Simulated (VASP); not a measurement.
Crystal: Si15Sn.

```
CELL_PARAMETERS angstrom
10.99839 0.00000 0.00000
0.00000 10.99839 0.00000
0.00000 0.00000 10.99839
ATOMIC_POSITIONS crystal
Sn 0.99763 0.99972 0.00248
Sn 0.12323 0.12438 0.62530
Sn 0.12759 0.62213 0.12419
Sn 0.00074 0.24726 0.74909
Si 0.99883 0.99945 0.50049
Si 0.00363 0.49996 0.00199
Si 0.99796 0.50098 0.50419
Si 0.50182 0.00109 0.00062
Si 0.50130 0.99853 0.49830
Si 0.49807 0.49986 0.99832
Si 0.50282 0.50063 0.50256
Si 0.12395 0.12651 0.12652
Si 0.12393 0.62543 0.62825
Si 0.62765 0.12532 0.12330
Si 0.62241 0.12538 0.62274
Si 0.62174 0.62311 0.12607
Si 0.62666 0.62403 0.62275
Si 0.24924 0.25122 0.00176
Si 0.25169 0.24758 0.50003
Si 0.25485 0.74955 0.99852
Si 0.24989 0.74835 0.49704
Si 0.74913 0.25212 0.00558
Si 0.75334 0.25174 0.50116
Si 0.74803 0.74698 0.99945
Si 0.75154 0.74759 0.49742
Si 0.37321 0.37242 0.12541
Si 0.37682 0.37372 0.62704
Si 0.37227 0.87614 0.12409
Si 0.37511 0.87598 0.62526
Si 0.87187 0.37584 0.12451
Si 0.87331 0.37691 0.62225
Si 0.87171 0.87472 0.12460
Si 0.87609 0.87216 0.62517
Si 0.25264 0.99869 0.24896
Si 0.24995 0.99977 0.74967
Si 0.24987 0.50013 0.25073
Si 0.25004 0.50315 0.75080
Si 0.75116 0.00129 0.25188
Si 0.75119 0.00181 0.75512
Si 0.74990 0.49760 0.25055
Si 0.75232 0.50155 0.74931
Si 0.37470 0.12894 0.37455
Si 0.37881 0.12437 0.87231
Si 0.37489 0.62548 0.37625
Si 0.37687 0.62225 0.87437
Si 0.87518 0.12689 0.37716
Si 0.87454 0.12409 0.87292
Si 0.87717 0.62446 0.37124
Si 0.87613 0.62212 0.87540
Si 0.00167 0.24978 0.24801
Si 0.99816 0.75034 0.25020
Si 0.99699 0.74916 0.75093
Si 0.50009 0.24967 0.24884
Si 0.49989 0.25001 0.75205
Si 0.49999 0.75070 0.25116
Si 0.50025 0.74949 0.74834
Si 0.12640 0.37541 0.37895
Si 0.12621 0.37787 0.87569
Si 0.12457 0.87512 0.37586
Si 0.12238 0.87559 0.87897
Si 0.62472 0.37173 0.37888
Si 0.62625 0.37373 0.87594
Si 0.62641 0.87168 0.37593
Si 0.62628 0.87753 0.87257
```

| Property | Result |
| --- | --- |
| Program | VASP 6.6.1 |
| Task | relaxation of volume and atoms at fixed shape |
| Functional | PBEsol |
| Potentials or basis | VASP PAW PBE potentials, release 64 (Sn_d, Si) |
| Cutoff | 600 eV |
| k mesh | 1 × 1 × 1, shifted |
| Occupations | fermi-dirac, width 0.05 eV |
| Spin | no spin polarisation |

At the start: pressure 1.4 GPa; volume 20.79 Å³/atom.

How do energy, volume and symmetry change on relaxing?

Over 14 steps the energy falls by 53.0 meV/atom and the volume is 20.90 Å³/atom (+0.5 %); space group P1 (No. 1, to 0.1 Å) before and after.

Step by step:
```tsv
step	energy change (eV)	largest force (eV/Å)	pressure (GPa)	volume (Å³)
1	0.0000	4.6781	1.37	1330.41
2	-2.6367	1.3941	-1.58	1364.99
3	-2.6418	1.2625	-1.46	1363.21
4	-3.1853	0.6709	0.48	1331.08
5	-3.1895	0.6937	0.68	1327.94
6	-3.3299	0.2569	-0.05	1338.21
7	-3.3359	0.3774	-0.22	1340.77
8	-3.3745	0.1411	0.00	1337.33
9	-3.3778	0.1257	0.09	1335.97
10	-3.3868	0.0658	-0.03	1337.82
11	-3.3880	0.0721	-0.10	1338.80
12	-3.3915	0.0472	0.05	1336.60
13	-3.3916	0.0464	0.08	1336.29
14	-3.3936	0.0286	-0.01	1337.60
```

Final structure:
```cif
data_structure
_symmetry_space_group_name_H-M 'P 1'
_symmetry_Int_Tables_number 1
_cell_length_a 11.0182
_cell_length_b 11.0182
_cell_length_c 11.0182
_cell_angle_alpha 90.000
_cell_angle_beta 90.000
_cell_angle_gamma 90.000
_cell_volume 1337.60
loop_
_atom_site_label
_atom_site_type_symbol
_atom_site_fract_x
_atom_site_fract_y
_atom_site_fract_z
_atom_site_occupancy
Sn1 Sn 0.99990 0.99738 0.00315 1
Sn2 Sn 0.13396 0.11593 0.61718 1
Sn3 Sn 0.12612 0.62635 0.12639 1
Sn4 Sn 0.99214 0.25927 0.75443 1
Si1 Si 0.99090 0.99033 0.49105 1
Si2 Si 0.99241 0.49470 0.99566 1
Si3 Si 0.00016 0.50276 0.49822 1
Si4 Si 0.50311 0.00086 0.00144 1
Si5 Si 0.50011 0.99987 0.50005 1
Si6 Si 0.50004 0.49960 0.00011 1
Si7 Si 0.50296 0.50095 0.50159 1
Si8 Si 0.13328 0.13385 0.13410 1
Si9 Si 0.12491 0.62412 0.62451 1
Si10 Si 0.62411 0.12465 0.12655 1
Si11 Si 0.62355 0.12495 0.62386 1
Si12 Si 0.62323 0.62299 0.12544 1
Si13 Si 0.62480 0.62602 0.62490 1
Si14 Si 0.25524 0.25219 0.00354 1
Si15 Si 0.26181 0.25738 0.49144 1
Si16 Si 0.26261 0.75463 0.99262 1
Si17 Si 0.24942 0.74959 0.50011 1
Si18 Si 0.74287 0.25120 0.00380 1
Si19 Si 0.74747 0.25008 0.49765 1
Si20 Si 0.74661 0.74642 0.00051 1
Si21 Si 0.74804 0.74857 0.50099 1
Si22 Si 0.38021 0.37348 0.12690 1
Si23 Si 0.37821 0.37740 0.62569 1
Si24 Si 0.37810 0.87776 0.12510 1
Si25 Si 0.37974 0.87133 0.62374 1
Si26 Si 0.87313 0.37234 0.12542 1
Si27 Si 0.86381 0.38686 0.61495 1
Si28 Si 0.86238 0.86740 0.13467 1
Si29 Si 0.87254 0.87216 0.62511 1
Si30 Si 0.25217 0.00057 0.25224 1
Si31 Si 0.26428 0.98986 0.75577 1
Si32 Si 0.25931 0.49287 0.25812 1
Si33 Si 0.25277 0.50286 0.75025 1
Si34 Si 0.74484 0.00065 0.25208 1
Si35 Si 0.74447 0.99732 0.74777 1
Si36 Si 0.74975 0.49953 0.25007 1
Si37 Si 0.74551 0.50320 0.74903 1
Si38 Si 0.37987 0.12506 0.37290 1
Si39 Si 0.37851 0.12460 0.87800 1
Si40 Si 0.37774 0.62487 0.37827 1
Si41 Si 0.38105 0.62510 0.87204 1
Si42 Si 0.87278 0.12463 0.37299 1
Si43 Si 0.85493 0.12437 0.87718 1
Si44 Si 0.87277 0.62469 0.37720 1
Si45 Si 0.87291 0.62423 0.87326 1
Si46 Si 0.00100 0.25239 0.25328 1
Si47 Si 0.99065 0.75466 0.25929 1
Si48 Si 0.00044 0.74733 0.74811 1
Si49 Si 0.50280 0.24860 0.24927 1
Si50 Si 0.50032 0.24976 0.75033 1
Si51 Si 0.49994 0.74975 0.25052 1
Si52 Si 0.50307 0.74881 0.74797 1
Si53 Si 0.12628 0.37624 0.37725 1
Si54 Si 0.13428 0.38347 0.88388 1
Si55 Si 0.12388 0.87400 0.37391 1
Si56 Si 0.13420 0.86613 0.86725 1
Si57 Si 0.62423 0.37458 0.37393 1
Si58 Si 0.62364 0.37581 0.87523 1
Si59 Si 0.62360 0.87461 0.37670 1
Si60 Si 0.62382 0.87327 0.87504 1
```

Caveat: the k points lie up to 0.57 Å⁻¹ apart in the final cell; the PAW data sets were made with another functional, which shifts forces and pressure a little.
